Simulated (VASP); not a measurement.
A run of VASP 6.6.1:

The input INCAR:

```
  ALGO = Normal
  EDIFF = 1E-7
  ENCUT = 520
  GGA = PE
  GGA_COMPAT = False
  ISIF = 2
  ISMEAR = -1
  LASPH = True
  LCHARG = True
  LORBIT = 11
  LORBMOM = True
  LREAL = False
  LSORBIT = True
  LVHAR = True
  LWAVE = False
  MAGMOM = 0 0 0 0 0 0
  NBANDS = 22
  NELM = 150
  PREC = Accurate
  SIGMA = 0.05
```

Contents of KPOINTS:

```
k-points
0
Gamma
  12 12 7
```

File POSCAR:

```
Sb
1.0
    3.3690001795      0.0000000000      0.0000000000
   -1.6845000898      2.9176397408      0.0000000000
    0.0000000000      0.0000000000      5.3300000000
Sb
2
Direct
    0.3333333333      0.6666666667      0.2500000000
    0.6666666667      0.3333333333      0.7500000000
```

Potentials or basis: VASP PAW PBE potentials, release 64 (Sb).

Launch:

```bash
$ cat potpaw_PBE.64/Sb/POTCAR > POTCAR
$ mpirun -np 1 vasp_ncl > vasp.out
```

Hardware: 1 thread of Intel(R) Xeon(R) Platinum 8488C (Sapphire Rapids) (shared host).

Problem. Estimate the wall time of this run.

Solution. Run time: 3.8 min on 1 thread of Intel(R) Xeon(R) Platinum 8488C (Sapphire Rapids), with other jobs on the host, peak memory 0.36 GiB. Counts: scf iterations 14, k points 76.
